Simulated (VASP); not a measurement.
# C: single point with PBEsol

The system is C.

```
CELL_PARAMETERS angstrom
2.49828 0.00000 0.00000
-1.24914 2.16358 0.00000
0.00000 0.00000 4.22300
ATOMIC_POSITIONS crystal
C 0.33333 0.66667 0.99974
C 0.66667 0.33333 0.49974
C 0.33333 0.66667 0.37426
C 0.66667 0.33333 0.87426
```

This cell differs from its parent crystal: strained cell.

| Property | Result |
| --- | --- |
| Program | VASP 6.6.1 |
| Task | single point |
| Functional | PBEsol |
| Potentials or basis | VASP PAW PBE potentials, release 64 (C) |
| Cutoff | 520 eV |
| k mesh | 9 × 9 × 6 |
| Occupations | gaussian, width 0.02 eV |
| Spin | no spin polarisation |
| Dipole correction | no |
| Further INCAR settings | ALGO = Normal; EDIFF = 1e-07; NBANDS = 16 |

The pressure is -5.2 GPa and the largest force is 0.013 eV/Å. The band gap on the k mesh is 3.09 eV, indirect (least direct gap 4.85 eV).

Forces on the atoms (eV/Å):
```
C    0.000  0.000  0.013
C    0.000  0.000  0.013
C    0.000  0.000 -0.013
C    0.000  0.000 -0.013
```

Stress tensor (GPa, compression positive):
```
  1.14   0.00   0.00
  0.00   1.14   0.00
  0.00   0.00 -17.98
```

Levels at points of the mesh, in eV from the valence-band top:
```csv
k point,band 6,band 7,band 8,band 9,band 10,band 11
"(0.00, 0.00, 0.00)",-0.48,0.00,0.00,4.85,5.09,5.09
"(0.00, 0.00, 0.50)",-1.74,-1.74,-1.74,7.28,7.28,7.28
```

It took 16 s on 1 thread of Intel(R) Xeon(R) Platinum 8259CL CPU @ 2.50GHz (Skylake/Cascade Lake), with other jobs on the host, peak memory 0.13 GiB.

Caveat: the cell differs from its parent crystal (strained cell); the PAW data sets were made with another functional, which shifts forces and pressure a little. A k mesh can miss the band edges.
